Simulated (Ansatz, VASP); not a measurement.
# Two plane-wave programs on Hf3C2

```
Hf C
1.0
     2.84896   -4.91915   -0.00657
     2.84896    4.91915   -0.00657
    -1.91772    0.00000    5.37123
Hf C
6 4
Direct
  0.26259 0.26259 0.25570
  0.73741 0.73741 0.74430
  0.09152 0.41368 0.73570
  0.90848 0.58632 0.26430
  0.41368 0.09152 0.73570
  0.58632 0.90848 0.26430
  0.50000 0.50000 0.00000
  0.33389 0.66611 0.50000
  0.66611 0.33389 0.50000
  0.00000 0.00000 0.50000
```

Alike in both runs: functional PBE; k mesh 4 × 4 × 3; occupations gaussian, width 0.2 eV; no spin polarisation.

Ansatz relaxed the structure, and its values are those at the end. VASP's run is a single point on that final structure, the one shown.

|  | VASP | Ansatz |
| --- | --- | --- |
| version | VASP 6.6.1 | Ansatz 0.2.0 |
| potentials or method | VASP PAW PBE potentials, release 64 (Hf_pv, C), cutoff 520 eV | scalar-relativistic, plane waves, PAW |
| valence electrons in the cell | 76 | 172 |

VASP gave:

```
gap on the k mesh at the Fermi level (eV) : none
pressure (GPa)                            : -0.6
rms of the force components (eV/Å)        : 0.027
```

Estimate Ansatz's values.

gap on the k mesh at the Fermi level (eV): none; pressure (GPa): 0.0; rms of the force components (eV/Å): 0.007.

A gap of «none» marks a metal or a gap that the smearing closes. VASP's potentials hold 76 valence electrons a cell and Ansatz's 172, so a difference there can come from the potentials and not from the codes. Ansatz's warnings: bands unlocked at the loops exit, eigensolver not converged, forces off the residual converged image.

The k mesh is coarse, so the values compare programs but aren't converged. Neither program's run includes spin-orbit coupling.
